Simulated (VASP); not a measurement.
Here is a VASP 6.6.1 calculation.

The input POSCAR:

```
ZnO
1.0
    3.2352635141      0.0000000000      0.0000000000
   -1.6176317571      2.8018203912      0.0000000000
    0.0000000000      0.0000000000      5.2113138462
Zn O
2 2
Direct
    0.3333333333      0.6666666667      0.0011684134
    0.6666666667      0.3333333333      0.5011684134
    0.3333333333      0.6666666667      0.3808315866
    0.6666666667      0.3333333333      0.8808315866
```

Contents of INCAR.step1:

```
PREC = Accurate ; ENCUT = 520
ISMEAR = 0 ; SIGMA = 0.02
LREAL = False ; LASPH = True
NELM = 100 ; NBANDS = 26
GGA = PE ; ALGO = Normal
EDIFF = 1E-4 ; LWAVE = True
LCHARG = False
```

File INCAR.step2:

```
PREC = Accurate ; ENCUT = 520
EDIFF = 1E-6 ; ISMEAR = 0
SIGMA = 0.02 ; LREAL = False
LASPH = True ; NELM = 100
ALGO = Normal ; ISIF = 2
LWAVE = False ; LCHARG = False
METAGGA = R2SCAN ; LMIXTAU = True
NBANDS = 26 ; ISTART = 1
```

The input KPOINTS:

```
Automatic mesh
0
Gamma
  9 9 6
```

Potentials or basis: VASP PAW PBE potentials, release 64 (Zn, O).

Command:

```sh
$ cat potpaw_PBE.64/Zn/POTCAR potpaw_PBE.64/O/POTCAR > POTCAR
$ cp INCAR.step1 INCAR
$ mpirun -np 1 vasp_std > vasp.out
$ cp INCAR.step2 INCAR
$ mpirun -np 1 vasp_std > vasp.out
```

(1) What does it give for the band gap on the k mesh?

(2) Predict the largest force.

(3) Predict the pressure.

Results:

(1) 1.23 eV, direct.

(2) 0.011 eV/Å.

(3) 1.0 GPa.

Caveat: the PAW data sets were made with another functional, which shifts forces and pressure a little.
